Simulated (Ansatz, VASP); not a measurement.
**Two plane-wave programs on MgFeC4N4**

```xyz
10
Lattice="6.0142 0.0000 0.0000 0.0000 6.0142 0.0000 0.0000 0.0000 6.0142" Properties=species:S:1:pos:R:3 pbc="T T T"
Mg    3.0071    3.0071    3.0071
Fe    0.0000    0.0000    0.0000
C     1.1505    1.1505    1.1505
C     1.1505    4.8637    4.8637
C     4.8637    1.1505    4.8637
C     4.8637    4.8637    1.1505
N     1.8251    1.8251    1.8251
N     1.8251    4.1891    4.1891
N     4.1891    1.8251    4.1891
N     4.1891    4.1891    1.8251
```

Alike in both runs: functional PBE; k mesh 6 × 6 × 6; occupations gaussian, width 0.1 eV; collinear spin.

Ansatz relaxed the structure, and its values are those at the end. VASP's run is a single point on that final structure, the one shown.

```csv
,VASP,Ansatz
version,VASP 6.6.1,Ansatz 0.2.0
potentials or method,"VASP PAW PBE potentials, release 64 (Mg, Fe, C, N), cutoff 520 eV","scalar-relativistic, plane waves, PAW"
valence electrons in the cell,46,62
```

|  | VASP | Ansatz | Ansatz less VASP |
| --- | --- | --- | --- |
| gap on the k mesh at the Fermi level (eV) | none | none | - |
| pressure (GPa) | 0.4 | 0.0 | -0.36 |
| rms of the force components (eV/Å) | 0.195 | 0.002 | -0.1927 |
| net moment per atom (μB) | 0.40 | 0.40 | 0.000 |
| size of the moment on the site where the two differ most (μB) | 3.25 | 2.91 | -0.341 |

Site moments also hang on the region over which each program counts them. A gap of «none» marks a metal or a gap that the smearing closes. One of these differences is far larger than is usual between the two programs; its cause wasn't traced. With one functional, cell and mesh, what is left measures potentials, basis and numerics. VASP's potentials hold 46 valence electrons a cell and Ansatz's 62, so a difference there can come from the potentials and not from the codes.

Noted on VASP's run: the standard files for N, O and F lose accuracy on very short bonds.
